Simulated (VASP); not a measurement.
# AlRu (CsCl type) (Pm-3m) in VASP: a series of runs

Runs on AlRu (CsCl type). Level: PBE. Tasks: relaxation of cell and atoms.

Program: VASP 6.6.1. These are calculated values, not measurements. Logs are shortened: lines on timing, memory, paths and dates and some standing lists are left out, and cuts for length are marked.

**1. The cell of the first run**

Symmetry: Pm-3m, No. 221, cubic system. The conventional cell has a = 2.632 Å, b = 2.632 Å, c = 2.632 Å, α = 90.00°, β = 90.00°, γ = 90.00°. Within 3.0 Å of Ru (site symmetry m-3m) lie 8 Al at 2.28 Å and 6 Ru at 2.63 Å. Within 3.0 Å of Al (site symmetry m-3m) lie 8 Ru at 2.28 Å and 6 Al at 2.63 Å.

**2. Relaxation of cell and atoms, PBE, target pressure 190 GPa, at which the enthalpy is minimised**

The input, INCAR:

```
PREC = Accurate
ENCUT = 600
EDIFF = 1E-6
ISMEAR = -1
SIGMA = 0.1
LREAL = False
LASPH = True
NELM = 100
ALGO = Normal
ISIF = 3
LWAVE = False
LCHARG = False
GGA = PE
IBRION = 2
NSW = 32
EDIFFG = -0.005
PSTRESS = 1900.0
```

The input, KPOINTS:

```
Automatic mesh
0
Gamma
  15 15 15
```

The input, POSCAR:

```
AlRu
1.0
    2.6316871928      0.0000000000      0.0000000000
    0.0000000000      2.6316871928      0.0000000000
    0.0000000000      0.0000000000      2.6316871928
Ru Al
1 1
Direct
    0.0000000000      0.0000000000      0.0000000000
    0.5000000000      0.5000000000      0.5000000000
```

Potentials or basis: VASP PAW PBE potentials, release 64 (Ru_pv, Al).

On the command line:

```bash
$ cat potpaw_PBE.64/Ru_pv/POTCAR potpaw_PBE.64/Al/POTCAR > POTCAR
$ mpirun -np 1 vasp_std > vasp.out
```

OUTCAR:

```text
PREC = Accurate
   ENCUT = 600
   EDIFF = 1E-6
   ISMEAR = -1
   LREAL = False
   LASPH = True
   NELM = 100
   ISIF = 3
   GGA = PE
   IBRION = 2
   NSW = 32
   EDIFFG = -0.005
   PSTRESS = 1900.0

 ion  position               nearest neighbor table
   1  0.000  0.000  0.000-   2 2.28   2 2.28   2 2.28   2 2.28   2 2.28   2 2.28   2 2.28   2 2.28

   2  0.500  0.500  0.500-   1 2.28   1 2.28   1 2.28   1 2.28   1 2.28   1 2.28   1 2.28   1 2.28

  LATTYP: Found a simple cubic cell.
 ALAT       =     2.6316871928

  Lattice vectors:

 A1 = (   2.6316871928,   0.0000000000,   0.0000000000)
 A2 = (   0.0000000000,   2.6316871928,   0.0000000000)
 A3 = (   0.0000000000,   0.0000000000,   2.6316871928)

Analysis of symmetry for initial positions (statically):
=====================================================================
 Subroutine PRICEL returns:
 Original cell was already a primitive cell.

 Routine SETGRP: Setting up the symmetry group for a
 simple cubic supercell.

 Subroutine GETGRP returns: Found 48 space group operations
 (whereof 48 operations were pure point group operations)
 out of a pool of 48 trial point group operations.

The static configuration has the point symmetry O_h .

Analysis of symmetry for dynamics (positions and initial velocities):
=====================================================================
 Subroutine PRICEL returns:
 Original cell was already a primitive cell.

 Routine SETGRP: Setting up the symmetry group for a
 simple cubic supercell.

 Subroutine GETGRP returns: Found 48 space group operations
 (whereof 48 operations were pure point group operations)
 out of a pool of 48 trial point group operations.

The dynamic configuration has the point symmetry O_h .

 Subroutine INISYM returns: Found 48 space group operations
 (whereof 48 operations are pure point group operations),
 and found     1 'primitive' translations

----------------------------------------------------------------------------------------

                                     Primitive cell

  volume of cell :      18.2265

  direct lattice vectors                    reciprocal lattice vectors
     2.631687193  0.000000000  0.000000000     0.379984370  0.000000000  0.000000000
     0.000000000  2.631687193  0.000000000     0.000000000  0.379984370  0.000000000
     0.000000000  0.000000000  2.631687193     0.000000000  0.000000000  0.379984370

  length of vectors
     2.631687193  2.631687193  2.631687193     0.379984370  0.379984370  0.379984370

  position of ions in fractional coordinates (direct lattice)
     0.000000000  0.000000000  0.000000000
     0.500000000  0.500000000  0.500000000

  ion indices of the primitive-cell ions
   primitive index   ion index
                 1           1
                 2           2

----------------------------------------------------------------------------------------

 KPOINTS: Automatic mesh

Automatic generation of k-mesh.
 Grid dimensions read from file:
 generate k-points for:   15   15   15

 Generating k-lattice:

  Cartesian coordinates                     Fractional coordinates (reciprocal lattice)
     0.025332291  0.000000000  0.000000000     0.066666667  0.000000000  0.000000000
     0.000000000  0.025332291  0.000000000     0.000000000  0.066666667  0.000000000
     0.000000000  0.000000000  0.025332291     0.000000000  0.000000000  0.066666667

  Length of vectors
     0.025332291  0.025332291  0.025332291

  Shift w.r.t. Gamma in fractional coordinates (k-lattice)
     0.000000000  0.000000000  0.000000000

 Subroutine IBZKPT returns following result:
 ===========================================

 Found    120 irreducible k-points:

 Following reciprocal coordinates:
            Coordinates               Weight
  0.000000  0.000000  0.000000      1.000000
  0.066667  0.000000  0.000000      6.000000
  0.133333  0.000000  0.000000      6.000000
  0.200000  0.000000  0.000000      6.000000
  0.266667  0.000000  0.000000      6.000000
  0.333333  0.000000  0.000000      6.000000
[... 16 lines left out ...]
  0.266667  0.200000  0.000000     24.000000
  0.333333  0.200000  0.000000     24.000000
 [... further k-points ...]
   k-points           NKPTS =    120   k-points in BZ     NKDIM =    120   number of bands    NBANDS=     12
   number of dos      NEDOS =    301   number of ions     NIONS =      2
   total plane-waves  NPLWV =  13824
   dimension x,y,z NGX =    24 NGY =   24 NGZ =   24
   dimension x,y,z NGXF=    48 NGYF=   48 NGZF=   48
   ions per type =               1   1
   NGX,Y,Z   is equivalent  to a cutoff of  15.16, 15.16, 15.16 a.u.
   NGXF,Y,Z  is equivalent  to a cutoff of  30.32, 30.32, 30.32 a.u.
 SYSTEM =  unknown system
   PREC   = accura    normal or accurate (medium, high low for compatibility)
   ISTART =      0    job   : 0-new  1-cont  2-samecut
   ICHARG =      2    charge: 1-file 2-atom 10-const
   ISPIN  =      1    spin polarized calculation?
   LNONCOLLINEAR =      F non collinear calculations
   LSORBIT =      F    spin-orbit coupling
   LASPH  =      T    aspherical Exc in radial PAW
   ENCUT  =  600.0 eV  44.10 Ry    6.64 a.u.   5.26  5.26  5.26*2*pi/ulx,y,z
   NELM   =    100;   NELMIN=  2; NELMDL= -5     # of ELM steps
   EDIFF  = 0.1E-05   stopping-criterion for ELM
   LREAL  =      F    real-space projection
   EDIFFG = -.5E-02   stopping-criterion for IOM
   NSW    =     32    number of steps for IOM
   IBRION =      2    ionic relax: 0-MD 1-quasi-New 2-CG
   NFREE  =      1    steps in history (QN), initial steepest desc. (CG)
   ISIF   =      3    stress and relaxation
   ISYM   =      2    0-nonsym 1-usesym 2-fastsym
   POTIM  = 0.5000    time-step for ionic-motion
   TEBEG  =    0.0;   TEEND  =   0.0 temperature during run
   PSTRESS= 1900.0 pullay stress
   NELECT =      17.0000    total number of electrons
   NUPDOWN=      -1.0000    fix difference up-down
   EMIN   =  10.00;   EMAX   =-10.00  energy-range for DOS
   EFERMI =   0.00;   METHOD = LEGACY
   ISMEAR =    -1;   SIGMA  =   0.10  broadening in eV -4-tet -1-fermi 0-gaus
   EFERMI_NEDOS =   21; number of points for ismear=-14 and -15
   IALGO  =     38    algorithm
   IMIX   =      4    mixing-type and parameters
     AMIX     =   0.40;   BMIX     =  1.00
     AMIX_MAG =   1.60;   BMIX_MAG =  1.00
  volume/ion in A,a.u.               =       9.11        61.50
  Fermi-wavevector in a.u.,A,eV,Ry     =   1.599522  3.022658 34.810104  2.558470
  Thomas-Fermi vector in A             =   2.696802
   LORBIT       =      0    0 simple, 1 ext, 2 COOP (PROOUT), +10 PAW based schemes
   GGA     = PE    functional components
   LHFCALC =     F    Hartree Fock is set to
   AEXX    =    0.0000 exact exchange contribution
   IVDW    =     0    specifies the selected vdW correction
   LEPSILON=     F    determine dielectric tensor
   LRPA    =     F    only Hartree local field effects (RPA)
 conjugate gradient relaxation of ions
 non-spin polarized calculation
  energy-cutoff  :      600.00
  volume of cell :       18.23
 maximum number of plane-waves:       624
 NGX is ok and might be reduce to    24
   NGX = 11   NGY = 11   NGZ = 11

--------------------------------------- Ionic step        1  -------------------------------------------

 number of electron      17.0000002 magnetization

 Free energy of the ion-electron system (eV)
  ---------------------------------------------------
  ext. energy  EPLUGINS =         0.00000000
  ---------------------------------------------------
  free energy    TOTEN  =       -10.55155445 eV

  energy without entropy =      -10.52478589  energy(sigma->0) =      -10.53817017

------------------------ aborting loop because EDIFF is reached ----------------------------------------

  FORCE on cell =-STRESS in cart. coord.  units (eV):
  Direction    XX          YY          ZZ          XY          YZ          ZX
  --------------------------------------------------------------------------------------
  -------------------------------------------------------------------------------------
  Total       21.7327673     21.7327673     21.7327673      0.0000000      0.0000000      0.0000000
  in kB     1910.3934072   1910.3934072   1910.3934072      0.0000000      0.0000000      0.0000000
  external PRESSURE =      10.3934072 kB  Pullay stress =    1900.0000000 kB

 VOLUME and BASIS-vectors are now :
 -----------------------------------------------------------------------------
  energy-cutoff  :      600.00
  volume of cell :       18.23
      direct lattice vectors                 reciprocal lattice vectors
     2.631687193  0.000000000  0.000000000     0.379984370  0.000000000  0.000000000
     0.000000000  2.631687193  0.000000000     0.000000000  0.379984370  0.000000000
     0.000000000  0.000000000  2.631687193     0.000000000  0.000000000  0.379984370
[... 46 lines left out ...]
  FREE ENERGIE OF THE ION-ELECTRON SYSTEM (eV)
  ---------------------------------------------------
  free  energy   TOTEN  =       -10.7343246575 eV

  energy  without entropy=      -10.7071903284  energy(sigma->0) =      -10.72075749

  enthalpy is  TOTEN    =        11.0656691373 eV   P V=       21.7999937948

--------------------------------------- Ionic step        3  -------------------------------------------

 number of electron      17.0000002 magnetization

 Free energy of the ion-electron system (eV)
  ---------------------------------------------------
  ext. energy  EPLUGINS =         0.00000000
  ---------------------------------------------------
  free energy    TOTEN  =       -10.57658576 eV

  energy without entropy =      -10.54976840  energy(sigma->0) =      -10.56317708

 E-fermi :  17.2592     XC(G=0): -14.6688

 val. band max:       17.2268831135   @ k =   0.3333   0.1333   0.0000
 cond. band min:      17.3035537632   @ k =   0.0667   0.0667   0.0000
 fundamental gap:      0.0766706497
 Fermi energy:        17.2592102838

 k-point     1 :       0.0000    0.0000    0.0000
  band No.  band energies     occupation
      1     -24.7333      2.00000
      2     -24.7333      2.00000
      3     -24.7333      2.00000
      4       5.2164      2.00000
      5      10.8992      2.00000
      6      10.8992      2.00000
      7      17.5059      0.15647
      8      17.5059      0.15647
      9      17.5059      0.15647
     10      25.5065      0.00000
     11      25.5065      0.00000
     12      25.5065      0.00000

 k-point     2 :       0.0667    0.0000    0.0000
  band No.  band energies     occupation
      1     -24.7707      2.00000
      2     -24.7302      2.00000
      3     -24.7302      2.00000
      4       5.3400      2.00000
      5      10.9484      2.00000
      6      10.9861      2.00000
      7      17.3192      0.70893
      8      17.3192      0.70893
      9      17.5264      0.12936
     10      25.0262      0.00000
     11      25.7482      0.00000
     12      25.7482      0.00000
[... 316 lines left out ...]
 k-point    24 :       0.3333    0.2000    0.0000
  band No.  band energies     occupation
      1     -25.3207      2.00000
      2     -24.9579      2.00000
      3     -24.6539      2.00000
      4       8.5145      2.00000
      5      11.5026      2.00000
      6      12.8490      2.00000
      7      14.6334      2.00000
      8      15.2708      2.00000
      9      16.6193      1.99668
     10      21.7708      0.00000
     11      26.1969      0.00000
     12      27.1089      0.00000

 [... further k-points ...]

------------------------ aborting loop because EDIFF is reached ----------------------------------------

  FORCE on cell =-STRESS in cart. coord.  units (eV):
  Direction    XX          YY          ZZ          XY          YZ          ZX
  --------------------------------------------------------------------------------------
  -------------------------------------------------------------------------------------
  Total       21.6403851     21.6403851     21.6403851     -0.0000000     -0.0000000      0.0000000
  in kB     1900.0779040   1900.0779040   1900.0779040     -0.0000000     -0.0000000      0.0000000
  external PRESSURE =       0.0779040 kB  Pullay stress =    1900.0000000 kB

 VOLUME and BASIS-vectors are now :
 -----------------------------------------------------------------------------
  energy-cutoff  :      600.00
  volume of cell :       18.25
      direct lattice vectors                 reciprocal lattice vectors
     2.632700079 -0.000000000  0.000000000     0.379838178 -0.000000000  0.000000000
     0.000000000  2.632700079  0.000000000     0.000000000  0.379838178 -0.000000000
    -0.000000000  0.000000000  2.632700079    -0.000000000 -0.000000000  0.379838178

 POSITION                                       TOTAL-FORCE (eV/Angst)
 -----------------------------------------------------------------------------------
      0.00000      0.00000      0.00000        -0.000000      0.000000      0.000000
      1.31635      1.31635      1.31635         0.000000     -0.000000      0.000000
 -----------------------------------------------------------------------------------
    total drift:                                0.000000      0.000000      0.000000

  FREE ENERGIE OF THE ION-ELECTRON SYSTEM (eV)
  ---------------------------------------------------
  free  energy   TOTEN  =       -10.5765857581 eV

  energy  without entropy=      -10.5497683958  energy(sigma->0) =      -10.56317708

  enthalpy is  TOTEN    =        11.0629120534 eV   P V=       21.6394978115

 reached required accuracy - stopping structural energy minimisation
```

It took 48 s on 1 thread of Intel Xeon 8259CL, shared host; peak memory 0.17 GiB.

Results:

```
Free energy                                                : -10.5766 eV
Relaxed volume                                             : 9.12 Å³/atom
Relaxed cell                                               : a = 2.633 Å, b = 2.633 Å, c = 2.633 Å, α = 90.00°, β = 90.00°, γ = 90.00°
Space group after relaxing (to 0.1 Å)                      : Pm-3m (No. 221)
Energy change on relaxing (the run minimises the enthalpy) : -12.5 meV/atom
Ionic steps                                                : 3
Pressure after relaxing                                    : 190.0 GPa
Band gap on the k mesh                                     : zero (an odd number of electrons rules out a gap without spin polarisation)
```

The path:
| step | energy change (eV) | largest force (eV/Å) | pressure (GPa) | volume (Å³) |
| --- | --- | --- | --- | --- |
| 1 | 0.0000 | 0.0000 | 191.04 | 18.23 |
| 2 | -0.1828 | 0.0000 | 183.54 | 18.38 |
| 3 | -0.0250 | 0.0000 | 190.01 | 18.25 |

Final structure:
```
CELL_PARAMETERS angstrom
2.63270 0.00000 0.00000
0.00000 2.63270 0.00000
0.00000 0.00000 2.63270
ATOMIC_POSITIONS crystal
Ru 0.00000 0.00000 0.00000
Al 0.50000 0.50000 0.50000
```

Caveat: the cell is relaxed towards a set pressure, so the run minimises the enthalpy, not the energy.

**3. Relaxation of cell and atoms, PBE, target pressure 190 GPa, at which the enthalpy is minimised**

This run uses another cell than the first one, of 9.34 Å³/atom.

The input, INCAR:

```
SYSTEM = AlRu
PREC = Accurate
ENCUT = 600
EDIFF = 1E-6
ISMEAR = -1
SIGMA = 0.1
LREAL = .FALSE.
LASPH = .TRUE.
NELM = 80
ALGO = Normal
ISIF = 3
LWAVE = .FALSE.
LCHARG = .FALSE.
GGA = PE
IBRION = 2
NSW = 60
EDIFFG = -0.005
PSTRESS = 1900.0
```

The input, KPOINTS:

```
regular mesh
0
G
  15 15 15
  0 0 0
```

The input, POSCAR:

```
AlRu
1.0
    2.6533008429      0.0000000000      0.0000000000
    0.0000000000      2.6533008429      0.0000000000
    0.0000000000      0.0000000000      2.6533008429
Ru Al
1 1
Direct
    0.0000000000      0.0000000000      0.0000000000
    0.5000000000      0.5000000000      0.5000000000
```

Potentials or basis: VASP PAW PBE potentials, release 64 (Ru_pv, Al).

On the command line:

```bash
$ cat potpaw_PBE.64/Ru_pv/POTCAR potpaw_PBE.64/Al/POTCAR > POTCAR
$ mpirun -np 1 vasp_std > vasp.out
```

It took 1.9 min on 1 thread of Intel Xeon 8259CL, shared host; peak memory 0.18 GiB.

The run converged. Its results:

```yaml
Free_energy: -10.5762 eV
Relaxed_volume: 9.12 Å³/atom
Relaxed_cell: a = 2.633 Å, b = 2.633 Å, c = 2.633 Å, α = 90.00°, β = 90.00°, γ = 90.00°
Space_group_after_relaxing_to_0.1_Å: Pm-3m (No. 221)
Energy_change_on_relaxing_the_run_minimises_the_enthalpy: +242.7 meV/atom
Ionic_steps: 7
Pressure_after_relaxing: 190.0 GPa
Band_gap_on_the_k_mesh: zero (an odd number of electrons rules out a gap without spin polarisation)
```

Step by step:
| step | energy change (eV) | largest force (eV/Å) | pressure (GPa) | volume (Å³) |
| --- | --- | --- | --- | --- |
| 1 | 0.0000 | 0.0000 | 170.14 | 18.68 |
| 2 | 4.6718 | 0.0000 | 358.04 | 15.72 |
| 3 | 0.4462 | 0.0000 | 188.53 | 18.28 |
| 4 | 0.4782 | 0.0000 | 189.73 | 18.25 |
| 5 | 0.4883 | 0.0000 | 190.10 | 18.24 |
| 6 | 0.4730 | 0.0000 | 189.54 | 18.26 |
| 7 | 0.4855 | 0.0000 | 189.98 | 18.25 |

Final structure:
```
Ru Al
1.0
     2.63267    0.00000    0.00000
     0.00000    2.63267    0.00000
     0.00000    0.00000    2.63267
Ru Al
1 1
Direct
  0.00000 0.00000 0.00000
  0.50000 0.50000 0.50000
```

Levels at points of the mesh, in eV from the Fermi level:
| k point | band 7 | band 8 | band 9 | band 10 | band 11 | band 12 |
| --- | --- | --- | --- | --- | --- | --- |
| (0.00, 0.00, 0.00) | 0.25 | 0.25 | 0.25 | 8.25 | 8.25 | 8.25 |

Caveat: the cell is relaxed towards a set pressure, so the run minimises the enthalpy, not the energy.

The gap in the log of VASP goes by the Fermi energy; the results here count the filled bands.